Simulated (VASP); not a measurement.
SnO2, 6 atoms in the cell. The structure is tetragonal, space group P4_2/mnm (No. 136). The conventional cell has a = 4.828 Å, b = 4.828 Å, c = 3.238 Å, α = 90.00°, β = 90.00°, γ = 90.00°. Within 2.8 Å of Sn (site symmetry mmm) lie 6 O at 2.09 Å. Within 2.8 Å of O (site symmetry m2m) lie 3 Sn at 2.09 Å and 1 O at 2.64 Å. 

| Item | Value |
| --- | --- |
| Program | VASP 6.6.1 |
| Task | single point |
| Functional | PBE |
| Potentials or basis | VASP PAW PBE potentials, release 64 (Sn_d, O) |
| Cutoff | 520 eV |
| k mesh | 6 × 6 × 10 |
| Occupations | gaussian, width 0.05 eV |
| Spin | no spin polarisation |
| Dipole correction | no |
| Further INCAR settings | ALGO = Normal; EDIFF = 1e-06; NBANDS = 35 |

Potentials or basis: VASP PAW PBE potentials, release 64 (Sn_d, O).

The run is started by

```sh
$ cat potpaw_PBE.64/Sn_d/POTCAR potpaw_PBE.64/O/POTCAR > POTCAR
$ mpirun -np 1 vasp_std > vasp.out
```

Hardware: 1 thread of Intel(R) Xeon(R) 6975P-C (Granite Rapids), with other jobs on the host.

**Question.** How long does it take, and how much memory?

**Answer.** Wall time 44 s on 1 thread of Intel(R) Xeon(R) 6975P-C (Granite Rapids) (shared host), peak memory 0.25 GiB. Counts: scf iterations 14, k points 60.
